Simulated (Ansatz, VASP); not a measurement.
Co in VASP and in Ansatz

```xyz
1
Lattice="-1.3832 1.3832 1.3832 1.3832 -1.3832 1.3832 1.3832 1.3832 -1.3832" Properties=species:S:1:pos:R:3 pbc="T T T"
Co    0.0000    0.0000    0.0000
```

Alike in both runs: functional PBEsol; k mesh 22 × 22 × 22; occupations gaussian, width 0.1 eV; collinear spin.

Ansatz relaxed the structure, and its values are those at the end. VASP's run is a single point on that final structure, the one shown.

|  | VASP | Ansatz |
| --- | --- | --- |
| version | VASP 6.6.1 | Ansatz 0.2.0 |
| potentials or method | VASP PAW PBE potentials, release 64 (Co_sv), cutoff 600 eV | scalar-relativistic, plane waves, PAW |
| valence electrons in the cell | 17 | 17 |

|  | VASP | Ansatz | Ansatz less VASP |
| --- | --- | --- | --- |
| gap on the k mesh at the Fermi level (eV) | none | none | - |
| pressure (GPa) | -3.8 | 0.0 | +3.79 |
| net moment per atom (μB) | 1.71 | 1.72 | +0.003 |
| size of the moment on the site where the two differ most (μB) | 1.76 | 1.77 | +0.014 |

VASP's potentials were made for PBE, not for PBEsol. Site moments also hang on the region over which each program counts them. A gap of «none» marks a metal or a gap that the smearing closes. With one functional, cell and mesh, what is left measures potentials, basis and numerics.
